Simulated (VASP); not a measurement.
Wanted: the native input for a VASP 6.6.1 run.

- Task: single point
- Functional: PBE
- Potentials or basis: VASP PAW PBE potentials, release 64 (Li_sv, Hg, S)
- Cutoff: 520 eV
- k mesh: 14 × 14 × 8
- Occupations: gaussian, width 0.1 eV
- Spin: no spin polarisation
- Dipole correction: no
- Further INCAR settings: ALGO = Normal; EDIFF = 1e-06; NBANDS = 18

The structure of LiHgS lies in POSCAR:

```
LiHgS
1.0
    3.3005794799      0.0000000000      0.0000000000
    0.0000000000      3.3005794799      0.0000000000
    0.0000000000      0.0000000000      6.7056114203
Li Hg S
1 1 1
Direct
    0.0000000000      0.0000000000      0.5000000000
    0.0000000000      0.0000000000      0.0000000000
    0.5000000000      0.5000000000      0.5000000000
```

One way to write it, as run:

INCAR

```
SYSTEM = LiHgS
PREC     = Accurate       ! precision mode
ENCUT    = 520            ! plane-wave cutoff, eV
EDIFF    = 1E-6           ! SCF threshold, eV
ISMEAR   = 0              ! smearing method
SIGMA    = 0.1            ! smearing width, eV
LREAL    = .False.        ! projectors in reciprocal space
LASPH    = .True.         ! aspherical terms in the spheres
NELM     = 100            ! most SCF steps
ALGO     = Normal         ! electronic algorithm
ISIF     = 2              ! what is computed and relaxed
LWAVE    = .False.        ! write WAVECAR
LCHARG   = .False.        ! write CHGCAR
GGA      = PE             ! functional
NBANDS   = 18             ! bands
```

KPOINTS

```
Automatic mesh
0
Gamma
  14 14 8
  0 0 0
```

Potentials or basis: VASP PAW PBE potentials, release 64 (Li_sv, Hg, S).

Launch:

```bash
$ cat potpaw_PBE.64/Li_sv/POTCAR potpaw_PBE.64/Hg/POTCAR potpaw_PBE.64/S/POTCAR > POTCAR
$ mpirun -np 1 vasp_std > vasp.out
```

It took 3 min on 1 thread of Intel(R) Xeon(R) Platinum 8488C (Sapphire Rapids), on a shared host, peak memory 0.37 GiB.
